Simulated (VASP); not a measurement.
# AgW (Pmma) in VASP: single point with PBE

Aim: the single point of AgW with PBE.

Program: VASP 6.6.1. These are calculated values, not measurements. Logs are shortened: lines on timing, memory, paths and dates and some standing lists are left out, and cuts for length are marked.

**1. The cell of the first run**

Symmetry: Pmma, No. 51, orthorhombic system. The conventional cell has a = 4.640 Å, b = 2.734 Å, c = 5.248 Å, α = 90.00°, β = 90.00°, γ = 90.00°. Within 3.6 Å of Ag (site symmetry mm2) lie 4 Ag at 2.73 Å and 8 W at 2.93 to 2.99 Å. W (site symmetry mm2) has 4 W at 2.70 to 2.73 Å and 8 Ag at 2.93 to 2.99 Å within 3.6 Å.

**2. Single point, PBE**

The input, INCAR:

```
PREC     = Accurate       # precision mode
ENCUT    = 520            # plane-wave cutoff, eV
EDIFF    = 1E-7           # SCF threshold, eV
ISMEAR   = 0              # smearing method
SIGMA    = 0.1            # smearing width, eV
LREAL    = False          # projectors in reciprocal space
LASPH    = True           # aspherical terms in the spheres
NELM     = 80             # most SCF steps
ALGO     = Fast           # electronic algorithm
ISIF     = 2              # what is computed and relaxed
LWAVE    = False          # write WAVECAR
LCHARG   = False          # write CHGCAR
GGA      = PE             # functional
NBANDS   = 33             # bands
```

The input, KPOINTS:

```
Automatic mesh
0
Gamma
  10 16 10
```

The input, POSCAR:

```
AgW
1.0
    4.6403819365      0.0000000000      0.0000000000
    0.0000000000      2.7340885301      0.0000000000
    0.0000000000      0.0000000000      5.2482641485
Ag W
2 2
Direct
    0.7500000000      0.0000000000      0.6377022605
    0.2500000000      0.0000000000      0.3622977395
    0.7500000000      0.5000000000      0.1313552053
    0.2500000000      0.5000000000      0.8686447947
```

Potentials or basis: VASP PAW PBE potentials, release 64 (Ag, W_sv).

Launch:

```sh
> cat potpaw_PBE.64/Ag/POTCAR potpaw_PBE.64/W_sv/POTCAR > POTCAR
> mpirun -np 1 vasp_std > vasp.out
```

OUTCAR:

```text
PREC = Accurate
   ENCUT = 520
   EDIFF = 1E-7
   ISMEAR = 0
   LREAL = False
   LASPH = True
   NELM = 80
   ISIF = 2
   GGA = PE

 ion  position               nearest neighbor table
   1  0.750  0.000  0.638-   2 2.73   2 2.73   3 2.93   3 2.93   4 2.95   4 2.95   4 2.95   4 2.95
                             3 2.99   3 2.99
   2  0.250  0.000  0.362-   1 2.73   1 2.73   4 2.93   4 2.93   3 2.95   3 2.95   3 2.95   3 2.95
                             4 2.99   4 2.99
   3  0.750  0.500  0.131-   4 2.70   4 2.70   1 2.93   1 2.93   2 2.95   2 2.95   2 2.95   2 2.95
                             1 2.99   1 2.99
   4  0.250  0.500  0.869-   3 2.70   3 2.70   2 2.93   2 2.93   1 2.95   1 2.95   1 2.95   1 2.95
                             2 2.99   2 2.99

  LATTYP: Found a simple orthorhombic cell.
 ALAT       =     2.7340885301
 B/A-ratio  =     1.6972317778
 C/A-ratio  =     1.9195662798

  Lattice vectors:

 A1 = (   0.0000000000,  -2.7340885301,   0.0000000000)
 A2 = (   4.6403819365,   0.0000000000,   0.0000000000)
 A3 = (   0.0000000000,   0.0000000000,   5.2482641485)

Analysis of symmetry for initial positions (statically):
=====================================================================
 Subroutine PRICEL returns:
 Original cell was already a primitive cell.

 Routine SETGRP: Setting up the symmetry group for a
 simple orthorhombic supercell.

 Subroutine GETGRP returns: Found  8 space group operations
 (whereof  4 operations were pure point group operations)
 out of a pool of  8 trial point group operations.

The static configuration has the point symmetry C_2h.
 The point group associated with its full space group is D_2h.

Analysis of symmetry for dynamics (positions and initial velocities):
=====================================================================
 Subroutine PRICEL returns:
 Original cell was already a primitive cell.

 Routine SETGRP: Setting up the symmetry group for a
 simple orthorhombic supercell.

 Subroutine GETGRP returns: Found  8 space group operations
 (whereof  4 operations were pure point group operations)
 out of a pool of  8 trial point group operations.

The dynamic configuration has the point symmetry C_2h.
 The point group associated with its full space group is D_2h.

 Subroutine INISYM returns: Found  8 space group operations
 (whereof  4 operations are pure point group operations),
 and found     1 'primitive' translations

----------------------------------------------------------------------------------------

                                     Primitive cell

  volume of cell :      66.5859

  direct lattice vectors                    reciprocal lattice vectors
     4.640381936  0.000000000  0.000000000     0.215499503  0.000000000  0.000000000
     0.000000000  2.734088530  0.000000000     0.000000000  0.365752604  0.000000000
     0.000000000  0.000000000  5.248264148     0.000000000  0.000000000  0.190539190

  length of vectors
     4.640381936  2.734088530  5.248264148     0.215499503  0.365752604  0.190539190

  position of ions in fractional coordinates (direct lattice)
     0.750000000  0.000000000  0.637702260
     0.250000000  0.000000000  0.362297740
     0.750000000  0.500000000  0.131355205
     0.250000000  0.500000000  0.868644795

  ion indices of the primitive-cell ions
   primitive index   ion index
                 1           1
                 2           2
                 3           3
                 4           4

----------------------------------------------------------------------------------------

 KPOINTS: Automatic mesh

Automatic generation of k-mesh.
 Grid dimensions read from file:
 generate k-points for:   10   16   10

 Generating k-lattice:

  Cartesian coordinates                     Fractional coordinates (reciprocal lattice)
     0.021549950  0.000000000  0.000000000     0.100000000  0.000000000  0.000000000
     0.000000000  0.022859538  0.000000000     0.000000000  0.062500000  0.000000000
     0.000000000  0.000000000  0.019053919     0.000000000  0.000000000  0.100000000

  Length of vectors
     0.021549950  0.022859538  0.019053919

  Shift w.r.t. Gamma in fractional coordinates (k-lattice)
     0.000000000  0.000000000  0.000000000

 Subroutine IBZKPT returns following result:
 ===========================================

 Found    324 irreducible k-points:

 Following reciprocal coordinates:
            Coordinates               Weight
  0.000000  0.000000  0.000000      1.000000
  0.100000  0.000000  0.000000      2.000000
  0.200000  0.000000  0.000000      2.000000
  0.300000  0.000000  0.000000      2.000000
  0.400000  0.000000  0.000000      2.000000
  0.500000  0.000000  0.000000      1.000000
[... 16 lines left out ...]
  0.400000  0.187500  0.000000      4.000000
  0.500000  0.187500  0.000000      2.000000
 [... further k-points ...]
   k-points           NKPTS =    324   k-points in BZ     NKDIM =    324   number of bands    NBANDS=     33
   number of dos      NEDOS =    301   number of ions     NIONS =      4
   total plane-waves  NPLWV =  28800
   dimension x,y,z NGX =    36 NGY =   20 NGZ =   40
   dimension x,y,z NGXF=    72 NGYF=   40 NGZF=   80
   ions per type =               2   2
   NGX,Y,Z   is equivalent  to a cutoff of  12.90, 12.16, 12.67 a.u.
   NGXF,Y,Z  is equivalent  to a cutoff of  25.79, 24.32, 25.34 a.u.
 SYSTEM =  unknown system
   PREC   = accura    normal or accurate (medium, high low for compatibility)
   ISTART =      0    job   : 0-new  1-cont  2-samecut
   ICHARG =      2    charge: 1-file 2-atom 10-const
   ISPIN  =      1    spin polarized calculation?
   LNONCOLLINEAR =      F non collinear calculations
   LSORBIT =      F    spin-orbit coupling
   LASPH  =      T    aspherical Exc in radial PAW
   ENCUT  =  520.0 eV  38.22 Ry    6.18 a.u.   8.63  5.08  9.76*2*pi/ulx,y,z
   NELM   =     80;   NELMIN=  2; NELMDL= -5     # of ELM steps
   EDIFF  = 0.1E-06   stopping-criterion for ELM
   LREAL  =      F    real-space projection
   EDIFFG = 0.1E-05   stopping-criterion for IOM
   NSW    =      0    number of steps for IOM
   IBRION =     -1    ionic relax: 0-MD 1-quasi-New 2-CG
   NFREE  =      0    steps in history (QN), initial steepest desc. (CG)
   ISIF   =      2    stress and relaxation
   ISYM   =      2    0-nonsym 1-usesym 2-fastsym
   POTIM  = 0.5000    time-step for ionic-motion
   TEBEG  =    0.0;   TEEND  =   0.0 temperature during run
   PSTRESS=    0.0 pullay stress
   NELECT =      50.0000    total number of electrons
   NUPDOWN=      -1.0000    fix difference up-down
   EMIN   =  10.00;   EMAX   =-10.00  energy-range for DOS
   EFERMI =   0.00;   METHOD = LEGACY
   ISMEAR =     0;   SIGMA  =   0.10  broadening in eV -4-tet -1-fermi 0-gaus
   EFERMI_NEDOS =   21; number of points for ismear=-14 and -15
   IALGO  =     68    algorithm
   IMIX   =      4    mixing-type and parameters
     AMIX     =   0.40;   BMIX     =  1.00
     AMIX_MAG =   1.60;   BMIX_MAG =  1.00
  volume/ion in A,a.u.               =      16.65       112.34
  Fermi-wavevector in a.u.,A,eV,Ry     =   1.488004  2.811920 30.125430  2.214157
  Thomas-Fermi vector in A             =   2.601094
   LORBIT       =      0    0 simple, 1 ext, 2 COOP (PROOUT), +10 PAW based schemes
   GGA     = PE    functional components
   LHFCALC =     F    Hartree Fock is set to
   AEXX    =    0.0000 exact exchange contribution
   IVDW    =     0    specifies the selected vdW correction
   LEPSILON=     F    determine dielectric tensor
   LRPA    =     F    only Hartree local field effects (RPA)
 non-spin polarized calculation
 RMM-DIIS sequential band-by-band and
 Gauss-broadening in eV      SIGMA  =   0.10
  energy-cutoff  :      520.00
  volume of cell :       66.59
 maximum number of plane-waves:      1826
 NGX is ok and might be reduce to    36
   NGX = 17   NGY = 11   NGZ = 19

 number of electron      50.0000017 magnetization

 Free energy of the ion-electron system (eV)
  ---------------------------------------------------
  ext. energy  EPLUGINS =         0.00000000
  ---------------------------------------------------
  free energy    TOTEN  =       -28.65176895 eV

  energy without entropy =      -28.63440072  energy(sigma->0) =      -28.64308484

 E-fermi :   9.7909     XC(G=0): -12.8930

 val. band max:        9.7856131226   @ k =   0.3000   0.2500   0.2000
 cond. band min:       9.7916763325   @ k =   0.1000   0.5000   0.4000
 fundamental gap:      0.0060632098
 Fermi energy:         9.7908523780

 k-point     1 :       0.0000    0.0000    0.0000
  band No.  band energies     occupation
      1     -64.2280      2.00000
      2     -64.1580      2.00000
      3     -28.6907      2.00000
      4     -28.5336      2.00000
      5     -28.3569      2.00000
      6     -28.0010      2.00000
[... 25 lines left out ...]
     32      13.6539      0.00000
     33      16.5483      0.00000

 k-point     2 :       0.1000    0.0000    0.0000
  band No.  band energies     occupation
      1     -64.2262      2.00000
      2     -64.1598      2.00000
      3     -28.6905      2.00000
      4     -28.5396      2.00000
      5     -28.3442      2.00000
      6     -27.9988      2.00000
[... 25 lines left out ...]
     32      13.5983      0.00000
     33      16.7704      0.00000

 k-point     3 :       0.2000    0.0000    0.0000
  band No.  band energies     occupation
      1     -64.2213      2.00000
      2     -64.1648      2.00000
      3     -28.6880      2.00000
      4     -28.5565      2.00000
      5     -28.3093      2.00000
      6     -28.0126      2.00000
[... 25 lines left out ...]
     32      13.4723      0.00000
     33      17.0709      0.00000

 k-point     4 :       0.3000    0.0000    0.0000
  band No.  band energies     occupation
      1     -64.2136      2.00000
      2     -64.1725      2.00000
      3     -28.6796      2.00000
      4     -28.5816      2.00000
      5     -28.2593      2.00000
      6     -28.0463      2.00000
[... 673 lines left out ...]
     32      13.9900      0.00000
     33      17.4466      0.00000

 k-point    23 :       0.4000    0.1875    0.0000
  band No.  band energies     occupation
      1     -64.1854      2.00000
      2     -64.1639      2.00000
      3     -28.6302      2.00000
      4     -28.5790      2.00000
      5     -28.2535      2.00000
      6     -28.2226      2.00000
[... 25 lines left out ...]
     32      14.0067      0.00000
     33      17.1518      0.00000

 k-point    24 :       0.5000    0.1875    0.0000
  band No.  band energies     occupation
      1     -64.1747      2.00000
      2     -64.1747      2.00000
      3     -28.6069      2.00000
      4     -28.6069      2.00000
      5     -28.2378      2.00000
      6     -28.2378      2.00000
[... 25 lines left out ...]
     32      13.8692      0.00000
     33      17.1052      0.00000

 [... further k-points ...]
[... 5 lines left out ...]
  --------------------------------------------------------------------------------------
  -------------------------------------------------------------------------------------
  Total        0.0100421      0.0389973      0.0281097      0.0000000      0.0000000      0.0000000
  in kB        0.2416311      0.9383455      0.6763716      0.0000000      0.0000000      0.0000000
  external PRESSURE =       0.6187827 kB  Pullay stress =       0.0000000 kB

 VOLUME and BASIS-vectors are now :
 -----------------------------------------------------------------------------
  energy-cutoff  :      520.00
  volume of cell :       66.59
      direct lattice vectors                 reciprocal lattice vectors
     4.640381936  0.000000000  0.000000000     0.215499503  0.000000000  0.000000000
     0.000000000  2.734088530  0.000000000     0.000000000  0.365752604  0.000000000
     0.000000000  0.000000000  5.248264148     0.000000000  0.000000000  0.190539190

 POSITION                                       TOTAL-FORCE (eV/Angst)
 -----------------------------------------------------------------------------------
      3.48029      0.00000      3.34683        -0.000000      0.000000     -0.014036
      1.16010      0.00000      1.90143         0.000000      0.000000      0.014036
      3.48029      1.36704      0.68939        -0.000000      0.000000      0.007580
      1.16010      1.36704      4.55888        -0.000000     -0.000000     -0.007580
 -----------------------------------------------------------------------------------
    total drift:                                0.000000     -0.000000     -0.000000

  FREE ENERGIE OF THE ION-ELECTRON SYSTEM (eV)
  ---------------------------------------------------
  free  energy   TOTEN  =       -28.6517689508 eV

  energy  without entropy=      -28.6344007234  energy(sigma->0) =      -28.64308484
```

It took 17 min on 1 thread of Oxide Virtual Turin-like, shared host; peak memory 0.6 GiB.

What came out:

- Free energy: -28.6518 eV
- Pressure: 0.1 GPa
- Largest force: 0.014 eV/Å
- Band gap on the k mesh: zero (bands 25 and 26 overlap by 2.16 eV)

Forces in eV/Å, atoms in the order of the input:
```
Ag   0.000  0.000 -0.014
Ag   0.000  0.000  0.014
W    0.000  0.000  0.008
W    0.000  0.000 -0.008
```

Levels at points of the mesh, in eV from the Fermi level:
| k point | band 23 | band 24 | band 25 | band 26 | band 27 | band 28 |
| --- | --- | --- | --- | --- | --- | --- |
| (0.00, 0.00, 0.00) | -2.11 | -1.72 | -0.09 | 1.02 | 1.67 | 2.22 |
| (0.50, 0.00, 0.00) | -1.89 | -1.89 | 0.00 | 0.00 | 1.93 | 1.93 |
| (0.00, 0.50, 0.00) | -1.47 | -0.49 | 0.07 | 0.58 | 1.12 | 2.10 |
| (0.50, 0.50, 0.00) | -1.22 | -1.22 | -0.87 | -0.87 | 2.93 | 2.93 |
| (0.00, 0.00, 0.50) | -2.48 | -1.88 | -1.69 | 0.78 | 1.63 | 2.21 |
| (0.50, 0.00, 0.50) | -2.15 | -2.15 | -1.07 | -1.07 | 1.65 | 1.65 |
| (0.00, 0.50, 0.50) | -1.33 | -0.53 | -0.52 | 0.87 | 1.30 | 2.30 |
| (0.50, 0.50, 0.50) | -0.71 | -0.71 | 0.72 | 0.72 | 1.65 | 1.65 |

Caveat: spin-orbit coupling is left out, which moves the levels of the heavy elements.
